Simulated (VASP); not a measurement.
# KF in VASP: settings compared

Aim: see how the results for KF move with the level of theory and the settings. Levels: HSE06, PBE, r2SCAN. Tasks: single point.

Program: VASP 6.6.1. These are calculated values, not measurements. Logs are shortened: lines on timing, memory, paths and dates and some standing lists are left out, and cuts for length are marked.

### Step 1. The cell of the first run

Symmetry: Imm2, No. 44, orthorhombic system. Conventional cell: a = 4.096 Å, b = 4.207 Å, c = 5.871 Å, α = 90.00°, β = 90.00°, γ = 90.00°. K (site symmetry mm2) has 4 F at 2.54 Å within 3.4 Å. Within 3.4 Å of F (site symmetry mm2) lie 4 K at 2.54 Å.

### Step 2. Single point, HSE06 (shear xy strain -2.7%)

Input file POSCAR:

```
KF
1.0
   -0.0391876091      2.9354014298      2.9354014298
    2.9354014298     -0.0391876091      2.9354014298
    2.8962138207      2.8962138207      0.0000000000
K F
1 1
Direct
   -0.0029754569     -0.0029754569      0.0029754569
    0.2529754569      0.2529754569      0.2470245431
```

Input file INCAR.step1:

```
  PREC = Accurate
  ENCUT = 520
  EDIFF = 1E-5
  ISMEAR = 0
  SIGMA = 0.01
  LREAL = False
  LASPH = True
  NELM = 100
  ALGO = Normal
  ISIF = 2
  LWAVE = True
  GGA = PE
  NBANDS = 15
```

Input file INCAR.step2:

```
  PREC = Accurate
  ENCUT = 520
  EDIFF = 1E-7
  ISMEAR = 0
  SIGMA = 0.01
  LREAL = False
  LASPH = True
  NELM = 100
  ALGO = Normal
  ISIF = 2
  LWAVE = False
  LCHARG = True
  GGA = PE
  LHFCALC = True
  HFSCREEN = 0.2079
  PRECFOCK = Normal
  LELF = True
  LVHAR = True
  ISTART = 1
  NBANDS = 15
```

Input file KPOINTS:

```
Automatic mesh
0
Gamma
  6 6 6
```

Potentials or basis: VASP PAW PBE potentials, release 64 (K_sv, F).

Run with:

```
$ cat potpaw_PBE.64/K_sv/POTCAR potpaw_PBE.64/F/POTCAR > POTCAR
$ cp INCAR.step1 INCAR
$ mpirun -np 1 vasp_std > vasp.out
$ cp INCAR.step2 INCAR
$ mpirun -np 1 vasp_std > vasp.out
```

OUTCAR:

```text
PREC = Accurate
   ENCUT = 520
   EDIFF = 1E-7
   ISMEAR = 0
   LREAL = False
   LASPH = True
   NELM = 100
   ISIF = 2
   GGA = PE
   LHFCALC = True
   HFSCREEN = 0.2079
   PRECFOCK = Normal
   ISTART = 1

 ion  position               nearest neighbor table
   1  0.997  0.997  0.003-   2 2.54   2 2.54   2 2.54   2 2.54
   2  0.253  0.253  0.247-   1 2.54   1 2.54   1 2.54   1 2.54

  LATTYP: Found a body centered orthorhombic cell.
 ALAT       =     4.0958648648
 B/A-ratio  =     1.0270612679
 C/A-ratio  =     1.4333487684

  Lattice vectors:

 A1 = (   0.0391876091,  -2.9354014298,  -2.9354014298)
 A2 = (  -0.0391876091,   2.9354014298,  -2.9354014298)
 A3 = (   2.9354014298,  -0.0391876091,   2.9354014298)

Analysis of symmetry for initial positions (statically):
=====================================================================
 Subroutine PRICEL returns:
 Original cell was already a primitive cell.

 Routine SETGRP: Setting up the symmetry group for a
 body centered orthorhombic supercell.

 Subroutine GETGRP returns: Found  4 space group operations
 (whereof  4 operations were pure point group operations)
 out of a pool of  8 trial point group operations.

The static configuration has the point symmetry C_2v.

Analysis of symmetry for dynamics (positions and initial velocities):
=====================================================================
 Subroutine PRICEL returns:
 Original cell was already a primitive cell.

 Routine SETGRP: Setting up the symmetry group for a
 body centered orthorhombic supercell.

 Subroutine GETGRP returns: Found  4 space group operations
 (whereof  4 operations were pure point group operations)
 out of a pool of  8 trial point group operations.

The dynamic configuration has the point symmetry C_2v.

 Subroutine INISYM returns: Found  4 space group operations
 (whereof  4 operations are pure point group operations),
 and found     1 'primitive' translations

----------------------------------------------------------------------------------------

                                     Primitive cell

  volume of cell :      50.5772

  direct lattice vectors                    reciprocal lattice vectors
    -0.039187609  2.935401430  2.935401430    -0.168090447  0.168090447  0.170334454
     2.935401430 -0.039187609  2.935401430     0.168090447 -0.168090447  0.170334454
     2.896213821  2.896213821  0.000000000     0.172639187  0.172639187 -0.170334454

  length of vectors
     4.151469472  4.151469472  4.095864865     0.292442512  0.292442512  0.297695153

  position of ions in fractional coordinates (direct lattice)
     0.997024543  0.997024543  0.002975457
     0.252975457  0.252975457  0.247024543

  ion indices of the primitive-cell ions
   primitive index   ion index
                 1           1
                 2           2

----------------------------------------------------------------------------------------

 KPOINTS: Automatic mesh

Automatic generation of k-mesh.
 Grid dimensions read from file:
 generate k-points for:    6    6    6

 Generating k-lattice:

  Cartesian coordinates                     Fractional coordinates (reciprocal lattice)
    -0.028015074  0.028015074  0.028389076     0.166666667 -0.000000000  0.000000000
     0.028015074 -0.028015074  0.028389076    -0.000000000  0.166666667  0.000000000
     0.028773198  0.028773198 -0.028389076     0.000000000  0.000000000  0.166666667

  Length of vectors
     0.048740419  0.048740419  0.049615859

  Shift w.r.t. Gamma in fractional coordinates (k-lattice)
     0.000000000  0.000000000  0.000000000

 Subroutine IBZKPT returns following result:
 ===========================================

 Found     46 irreducible k-points:

 Following reciprocal coordinates:
            Coordinates               Weight
  0.000000  0.000000  0.000000      1.000000
  0.166667  0.000000  0.000000      4.000000
  0.333333  0.000000  0.000000      4.000000
  0.500000  0.000000  0.000000      2.000000
  0.166667  0.166667  0.000000      2.000000
  0.333333  0.166667  0.000000      4.000000
[... 16 lines left out ...]
 -0.166667  0.333333  0.166667      4.000000
  0.500000  0.500000  0.166667      4.000000
 [... further k-points ...]
   k-points           NKPTS =     46   k-points in BZ     NKDIM =    216   number of bands    NBANDS=     15
   number of dos      NEDOS =    301   number of ions     NIONS =      2
   total plane-waves  NPLWV =  30720
   dimension x,y,z NGX =    32 NGY =   32 NGZ =   30
   dimension x,y,z NGXF=    64 NGYF=   64 NGZF=   60
   ions per type =               1   1
   NGX,Y,Z   is equivalent  to a cutoff of  12.81, 12.81, 12.18 a.u.
   NGXF,Y,Z  is equivalent  to a cutoff of  25.63, 25.63, 24.35 a.u.
 SYSTEM =  unknown system
   PREC   = accura    normal or accurate (medium, high low for compatibility)
   ISTART =      1    job   : 0-new  1-cont  2-samecut
   ICHARG =      0    charge: 1-file 2-atom 10-const
   ISPIN  =      1    spin polarized calculation?
   LNONCOLLINEAR =      F non collinear calculations
   LSORBIT =      F    spin-orbit coupling
   LASPH  =      T    aspherical Exc in radial PAW
   ENCUT  =  520.0 eV  38.22 Ry    6.18 a.u.   7.72  7.72  7.62*2*pi/ulx,y,z
   NELM   =    100;   NELMIN=  2; NELMDL=  0     # of ELM steps
   EDIFF  = 0.1E-06   stopping-criterion for ELM
   LREAL  =      F    real-space projection
   EDIFFG = 0.1E-05   stopping-criterion for IOM
   NSW    =      0    number of steps for IOM
   IBRION =     -1    ionic relax: 0-MD 1-quasi-New 2-CG
   NFREE  =      0    steps in history (QN), initial steepest desc. (CG)
   ISIF   =      2    stress and relaxation
   ISYM   =      3    0-nonsym 1-usesym 2-fastsym
   POTIM  = 0.5000    time-step for ionic-motion
   TEBEG  =    0.0;   TEEND  =   0.0 temperature during run
   PSTRESS=    0.0 pullay stress
   NELECT =      16.0000    total number of electrons
   NUPDOWN=      -1.0000    fix difference up-down
   EMIN   =  10.00;   EMAX   =-10.00  energy-range for DOS
   EFERMI =   0.00;   METHOD = LEGACY
   ISMEAR =     0;   SIGMA  =   0.01  broadening in eV -4-tet -1-fermi 0-gaus
   EFERMI_NEDOS =   21; number of points for ismear=-14 and -15
   IALGO  =     38    algorithm
   IMIX   =      1    mixing-type and parameters
     AMIX     =   0.40;   BMIX     =  1.00
     AMIX_MAG =   1.60;   BMIX_MAG =  1.00
  volume/ion in A,a.u.               =      25.29       170.66
  Fermi-wavevector in a.u.,A,eV,Ry     =   1.115483  2.107958 16.929774  1.244303
  Thomas-Fermi vector in A             =   2.252089
   LORBIT       =      0    0 simple, 1 ext, 2 COOP (PROOUT), +10 PAW based schemes
   GGA     = PE    functional components
   LHFCALC =     T    Hartree Fock is set to
   PRECFOCK=normal    Normal, Fast or Accurate (Low or Medium for compatibility)
   ENCUT4O =  -1.0   cutoff for four orbital integrals eV
   NKREDX  =     1    reduce k-point grid by
   NKREDY  =     1    reduce k-point grid by
   NKREDZ  =     1    reduce k-point grid by
   AEXX    =    0.2500 exact exchange contribution
   HFSCREEN=    0.2079 screening length (either q_TF or 0.3 A-1)
   HFSCREENC=   0.2079 screening length for correlation (either q_TF or 0.3 A-1)
   ENCUTFOCK=  -1.0 apply spherical cutoff to Coloumb kernel
   IVDW    =     0    specifies the selected vdW correction
   LEPSILON=     F    determine dielectric tensor
   LRPA    =     F    only Hartree local field effects (RPA)
 non-spin polarized calculation
 Gauss-broadening in eV      SIGMA  =   0.01
  energy-cutoff  :      520.00
  volume of cell :       50.58
 maximum number of plane-waves:      1379
  NGX = 24; NGY = 24; NGZ = 24

 number of electron      16.0000002 magnetization

 Free energy of the ion-electron system (eV)
  ---------------------------------------------------
  ext. energy  EPLUGINS =         0.00000000
  ---------------------------------------------------
  free energy    TOTEN  =        -9.77453432 eV

  energy without entropy =       -9.77453432  energy(sigma->0) =       -9.77453432

 E-fermi :  -5.0618     XC(G=0):  -5.8269

 val. band max:       -5.1785317469   @ k =   0.5000   0.5000   0.0000
 cond. band min:       1.8418430100   @ k =   0.0000   0.0000   0.0000
 fundamental gap:      7.0203747569
 Fermi energy:        -5.0617981213

 k-point     1 :       0.0000    0.0000    0.0000
  band No.  band energies     occupation
      1     -32.9054      2.00000
      2     -25.2590      2.00000
      3     -14.9558      2.00000
      4     -14.9545      2.00000
      5     -14.9529      2.00000
      6      -5.4063      2.00000
      7      -5.3946      2.00000
      8      -5.3815      2.00000
      9       1.8418      0.00000
     10       8.8848      0.00000
     11       8.9775      0.00000
     12       9.0070      0.00000
     13       9.1335      0.00000
     14       9.1590      0.00000
     15      13.5070      0.00000

 k-point     2 :       0.1667    0.0000    0.0000
  band No.  band energies     occupation
      1     -32.8946      2.00000
      2     -25.2798      2.00000
      3     -14.9798      2.00000
      4     -14.9670      2.00000
      5     -14.9660      2.00000
      6      -5.4375      2.00000
      7      -5.3715      2.00000
      8      -5.3590      2.00000
      9       2.3718      0.00000
     10       8.3595      0.00000
     11       8.4870      0.00000
     12       8.5035      0.00000
     13       9.5874      0.00000
     14       9.6362      0.00000
     15      12.1039      0.00000

 k-point     3 :       0.3333    0.0000    0.0000
  band No.  band energies     occupation
      1     -32.8728      2.00000
      2     -25.3218      2.00000
      3     -15.0316      2.00000
      4     -14.9919      2.00000
      5     -14.9911      2.00000
      6      -5.4633      2.00000
      7      -5.3208      2.00000
      8      -5.3157      2.00000
      9       3.6268      0.00000
     10       7.1191      0.00000
     11       7.9824      0.00000
     12       8.1880      0.00000
     13      10.0247      0.00000
     14      10.1122      0.00000
     15      11.2253      0.00000

 k-point     4 :       0.5000    0.0000    0.0000
  band No.  band energies     occupation
      1     -32.8619      2.00000
      2     -25.3427      2.00000
      3     -15.0590      2.00000
      4     -15.0047      2.00000
      5     -15.0031      2.00000
      6      -5.4573      2.00000
      7      -5.2962      2.00000
      8      -5.2949      2.00000
      9       4.7012      0.00000
     10       5.9624      0.00000
     11       7.8556      0.00000
     12       8.1034      0.00000
     13      10.2380      0.00000
     14      10.3419      0.00000
     15      11.4100      0.00000
[... 307 lines left out ...]
 k-point    22 :      -0.3333    0.3333    0.1667
  band No.  band energies     occupation
      1     -32.8501      2.00000
      2     -25.3618      2.00000
      3     -15.1539      2.00000
      4     -15.0597      2.00000
      5     -14.9138      2.00000
      6      -5.4510      2.00000
      7      -5.3342      2.00000
      8      -5.2131      2.00000
      9       4.8642      0.00000
     10       5.7576      0.00000
     11       8.0856      0.00000
     12       8.8493      0.00000
     13      10.1171      0.00000
     14      10.9005      0.00000
     15      11.2925      0.00000

 k-point    23 :      -0.1667    0.3333    0.1667
  band No.  band energies     occupation
      1     -32.8579      2.00000
      2     -25.3486      2.00000
      3     -15.1166      2.00000
      4     -15.0420      2.00000
      5     -14.9272      2.00000
      6      -5.5004      2.00000
      7      -5.2988      2.00000
      8      -5.2396      2.00000
      9       4.3455      0.00000
     10       6.1043      0.00000
     11       8.1231      0.00000
     12       8.7591      0.00000
     13      10.0783      0.00000
     14      10.6729      0.00000
     15      11.6711      0.00000

 k-point    24 :       0.5000    0.5000    0.1667
  band No.  band energies     occupation
      1     -32.8491      2.00000
      2     -25.3608      2.00000
      3     -15.1212      2.00000
      4     -15.0743      2.00000
      5     -14.9432      2.00000
      6      -5.5659      2.00000
      7      -5.2264      2.00000
      8      -5.2171      2.00000
      9       4.8041      0.00000
     10       5.5560      0.00000
     11       8.8322      0.00000
     12       9.0881      0.00000
     13      10.3569      0.00000
     14      10.5650      0.00000
     15      11.3944      0.00000

 [... further k-points ...]

------------------------ aborting loop because EDIFF is reached ----------------------------------------

  FORCE on cell =-STRESS in cart. coord.  units (eV):
  Direction    XX          YY          ZZ          XY          YZ          ZX
  --------------------------------------------------------------------------------------
  -------------------------------------------------------------------------------------
  Total        0.1626989      0.1626989      0.1598411      0.0573511      0.0000000      0.0000000
  in kB        5.1539485      5.1539485      5.0634204      1.8167597      0.0000000      0.0000000
  external PRESSURE =       5.1237725 kB  Pullay stress =       0.0000000 kB

 VOLUME and BASIS-vectors are now :
 -----------------------------------------------------------------------------
  energy-cutoff  :      520.00
  volume of cell :       50.58
      direct lattice vectors                 reciprocal lattice vectors
    -0.039187609  2.935401430  2.935401430    -0.168090447  0.168090447  0.170334454
     2.935401430 -0.039187609  2.935401430     0.168090447 -0.168090447  0.170334454
     2.896213821  2.896213821  0.000000000     0.172639187  0.172639187 -0.170334454

 POSITION                                       TOTAL-FORCE (eV/Angst)
 -----------------------------------------------------------------------------------
      2.89621      2.89621      5.85333        -0.000000     -0.000000     -0.000306
      1.44811      1.44811      1.48517         0.000000      0.000000      0.000306
 -----------------------------------------------------------------------------------
    total drift:                                0.000001      0.000001     -0.000216

  FREE ENERGIE OF THE ION-ELECTRON SYSTEM (eV)
  ---------------------------------------------------
  free  energy   TOTEN  =        -9.7745343190 eV

  energy  without entropy=       -9.7745343190  energy(sigma->0) =       -9.77453432
```

It took 53 min on 1 thread of Intel Xeon 6975P-C (Granite Rapids), shared host; peak memory 0.32 GiB.

Results:

```
Free energy            : -9.7745 eV
Pressure               : 0.5 GPa
Band gap on the k mesh : 7.02 eV, indirect (least direct gap 7.22 eV)
```

Stress tensor (GPa, compression positive):
```
0.52 0.18 0.00
0.18 0.52 0.00
0.00 0.00 0.51
```

Caveat: the cell differs from its parent crystal (shear xy strain -2.7%); the PAW data sets were made with another functional, which shifts forces and pressure a little.

### Step 3. Single point, PBE (strain -1.1%)

Input file INCAR:

```
ALGO = Normal ; EDIFF = 1E-6
ENCUT = 520 ; GGA = PE
ISIF = 2 ; ISMEAR = -1
LASPH = True ; LCHARG = False
LREAL = False ; LWAVE = False
NBANDS = 15 ; NELM = 100
PREC = Accurate ; SIGMA = 0.02
```

Input file KPOINTS:

```
k-points
0
Gamma
  8 8 8
```

Input file POSCAR:

```
KF
1.0
    0.0000000000      2.9034055542      2.9034055542
    2.9034055542      0.0000000000      2.9034055542
    2.9034055542      2.9034055542      0.0000000000
K F
1 1
Direct
    0.0000000000      0.0000000000      0.0000000000
    0.2500000000      0.2500000000      0.2500000000
```

Potentials or basis: VASP PAW PBE potentials, release 64 (K_sv, F).

Run with:

```
$ cat potpaw_PBE.64/K_sv/POTCAR potpaw_PBE.64/F/POTCAR > POTCAR
$ mpirun -np 1 vasp_std > vasp.out
```

Run time: 13 s. Hardware: 1 thread of Intel Xeon 6975P-C (Granite Rapids), shared host; peak memory 0.17 GiB.

It converged, with:

* Free energy: -8.1057 eV
* Pressure: 1.8 GPa
* Band gap on the k mesh: 5.25 eV, indirect (least direct gap 5.48 eV)

Levels at points of the mesh, in eV from the valence-band top:
```csv
k point,band 5,band 6,band 7,band 8,band 9,band 10,band 11,band 12
"(0.00, 0.00, 0.00)",-9.49,-0.24,-0.24,-0.24,5.25,11.88,11.88,12.06
"(0.50, 0.00, 0.00)",-9.55,-0.28,-0.13,-0.13,8.12,9.38,11.02,11.02
"(0.50, 0.50, 0.00)",-9.51,-0.49,0.00,0.00,8.35,8.46,12.57,13.08
```

Caveat: the cell differs from its parent crystal (strain -1.1%).

### Step 4. Single point, r2SCAN (shear xy strain -2.7%)

Input file POSCAR:

```
KF
1.0
   -0.0391876091      2.9354014298      2.9354014298
    2.9354014298     -0.0391876091      2.9354014298
    2.8962138207      2.8962138207      0.0000000000
K F
1 1
Direct
   -0.0029754569     -0.0029754569      0.0029754569
    0.2529754569      0.2529754569      0.2470245431
```

Input file INCAR.step1:

```
SYSTEM = KF
PREC = Accurate
ENCUT = 520
ISMEAR = 0
SIGMA = 0.01
LREAL = .False.
LASPH = .True.
NELM = 100
NBANDS = 15
GGA = PE
ALGO = Normal
EDIFF = 1E-4
LWAVE = .True.
LCHARG = .False.
```

Input file INCAR.step2:

```
SYSTEM = KF
PREC = Accurate
ENCUT = 520
EDIFF = 1E-7
ISMEAR = 0
SIGMA = 0.01
LREAL = .False.
LASPH = .True.
NELM = 100
ALGO = Normal
ISIF = 2
LWAVE = .False.
LCHARG = .False.
METAGGA = R2SCAN
LMIXTAU = .True.
NBANDS = 15
ISTART = 1
```

Input file KPOINTS:

```
Automatic mesh
0
Gamma
  8 8 8
  0 0 0
```

Run with:

```
$ cat potpaw_PBE.64/K_sv/POTCAR potpaw_PBE.64/F/POTCAR > POTCAR
$ cp INCAR.step1 INCAR
$ mpirun -np 1 vasp_std > vasp.out
$ cp INCAR.step2 INCAR
$ mpirun -np 1 vasp_std > vasp.out
```

It took 2.5 min on 1 thread of Intel Xeon 6975P-C (Granite Rapids), shared host; peak memory 0.22 GiB.

The run converged. Its results:

- Free energy: -14.7054 eV
- Pressure: 0.0 GPa
- Band gap on the k mesh: 5.74 eV, indirect (least direct gap 5.93 eV)

Stress tensor (GPa, compression positive):
```
0.01 0.17 0.00
0.17 0.01 0.00
0.00 0.00 0.00
```

Levels at points of the mesh, in eV from the valence-band top:
| k point | band 4 | band 5 | band 6 | band 7 | band 8 | band 9 | band 10 | band 11 | band 12 | band 13 |
| --- | --- | --- | --- | --- | --- | --- | --- | --- | --- | --- |
| (0.00, 0.00, 0.00) | -9.86 | -9.86 | -0.22 | -0.21 | -0.20 | 5.74 | 12.56 | 12.64 | 12.70 | 12.82 |
| (0.50, 0.00, 0.00) | -9.91 | -9.90 | -0.27 | -0.11 | -0.11 | 8.50 | 9.84 | 11.59 | 11.83 | 13.84 |
| (0.50, 0.50, 0.00) | -9.98 | -9.88 | -0.44 | -0.01 | 0.00 | 8.82 | 8.94 | 13.28 | 13.81 | 13.83 |
| (0.00, 0.00, 0.50) | -9.91 | -9.91 | -0.25 | -0.12 | -0.12 | 8.60 | 9.89 | 11.55 | 11.80 | 13.89 |
| (0.50, 0.00, 0.50) | -9.98 | -9.88 | -0.44 | -0.01 | -0.01 | 8.82 | 8.94 | 13.27 | 13.77 | 13.90 |

Caveat: the cell differs from its parent crystal (shear xy strain -2.7%); the PAW data sets were made with another functional, which shifts forces and pressure a little.

### Step 5. The runs side by side

| level | cell | k mesh | smearing | grid for exact exchange (PRECFOCK) | screening parameter | gap on the mesh (eV) | pressure (GPa) |
| --- | --- | --- | --- | --- | --- | --- | --- |
| HSE06 | a = 4.151, b = 4.151, c = 4.096 Å, angles 60.4, 60.4, 60.9°, 2 atoms | 6 × 6 × 6 | gaussian 0.01 eV | Normal | 0.2079 1/Å | 7.02 | 0.5 |
| PBE | a = 4.106 Å, angles 60.0°, 2 atoms | 8 × 8 × 8 | fermi-dirac 0.02 eV | - | - | 5.25 | 1.8 |
| r2SCAN | a = 4.151, b = 4.151, c = 4.096 Å, angles 60.4, 60.4, 60.9°, 2 atoms | 8 × 8 × 8 | gaussian 0.01 eV | - | - | 5.74 | 0.0 |

Alike in all rows: task single point; potentials or basis VASP PAW PBE potentials, release 64 (K_sv, F); no spin polarisation; cutoff (eV) 520.

Caveats: the PAW data sets were made with another functional, which shifts forces and pressure a little (some runs).

Absolute energies hang on the potentials; compare differences alone.
